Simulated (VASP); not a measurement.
Set up this calculation in VASP 6.6.1, as the native input.

| Item | Value |
| --- | --- |
| Task | single point |
| Functional | HSE06 |
| Potentials or basis | VASP PAW PBE potentials, release 64 (Ga_d, As) |
| Cutoff | 520 eV |
| k mesh | 6 × 6 × 6 |
| Occupations | gaussian, width 0.01 eV |
| Spin | no spin polarisation |
| Dipole correction | no |
| Grid for exact exchange (PRECFOCK) | Normal |
| Further INCAR settings | ALGO = Normal; EDIFF = 1e-06; NBANDS = 16 |
| Share of exact exchange | 0.25 |
| Screening parameter | 0.2079 1/Å |

The system is GaAs.

```xyz
2
Lattice="0.0000 2.8331 2.9073 2.8331 0.0000 2.9073 2.8331 2.8331 0.0000" Properties=species:S:1:pos:R:3 pbc="T T T"
Ga    0.0000    0.0000    0.0000
As    1.4165    1.4165    1.4537
```

This cell differs from its parent crystal: uniaxial z strain +2.6%.

The input as run:

POSCAR

```
GaAs
1.0
    0.0000000000      2.8330831925      2.9073099721
    2.8330831925      0.0000000000      2.9073099721
    2.8330831925      2.8330831925      0.0000000000
Ga As
1 1
Direct
    0.0000000000      0.0000000000      0.0000000000
    0.2500000000      0.2500000000      0.2500000000
```

INCAR.step1

```
ALGO     = Normal         # electronic algorithm
EDIFF    = 1E-5           # SCF threshold, eV
ENCUT    = 520            # plane-wave cutoff, eV
GGA      = PE             # functional
ISIF     = 2              # what is computed and relaxed
ISMEAR   = 0              # smearing method
KPAR     = 4            
LASPH    = T              # aspherical terms in the spheres
LCHARG   = F              # write CHGCAR
LREAL    = F              # projectors in reciprocal space
LWAVE    = T              # write WAVECAR
NBANDS   = 16             # bands
NELM     = 60             # most SCF steps
PREC     = Accurate       # precision mode
SIGMA    = 0.01           # smearing width, eV
```

INCAR.step2

```
ALGO     = Normal         # electronic algorithm
EDIFF    = 1E-6           # SCF threshold, eV
ENCUT    = 520            # plane-wave cutoff, eV
GGA      = PE             # functional
HFSCREEN = 0.2079         # screening, 1/A
ISIF     = 2              # what is computed and relaxed
ISMEAR   = 0              # smearing method
ISTART   = 1            
KPAR     = 4            
LASPH    = T              # aspherical terms in the spheres
LCHARG   = F              # write CHGCAR
LHFCALC  = T              # exact exchange
LREAL    = F              # projectors in reciprocal space
LWAVE    = F              # write WAVECAR
NBANDS   = 16             # bands
NELM     = 60             # most SCF steps
PREC     = Accurate       # precision mode
PRECFOCK = Normal       
SIGMA    = 0.01           # smearing width, eV
```

KPOINTS

```
k-points
0
Gamma
  6 6 6
```

Potentials or basis: VASP PAW PBE potentials, release 64 (Ga_d, As).

The run is started by

```console
$ cat potpaw_PBE.64/Ga_d/POTCAR potpaw_PBE.64/As/POTCAR > POTCAR
$ cp INCAR.step1 INCAR
$ mpirun -np 4 vasp_std > vasp.out
$ cp INCAR.step2 INCAR
$ mpirun -np 4 vasp_std > vasp.out
```

Results of the run:

- Pressure: -1.3 GPa
- Band gap on the k mesh: 1.08 eV

Caveat: the cell differs from its parent crystal (uniaxial z strain +2.6%); the PAW data sets were made with another functional, which shifts forces and pressure a little.

Wall time 39 min on 4 MPI ranks on Oxide Virtual Turin-like Processor, with other jobs on the host, peak memory 0.28 GiB a rank.
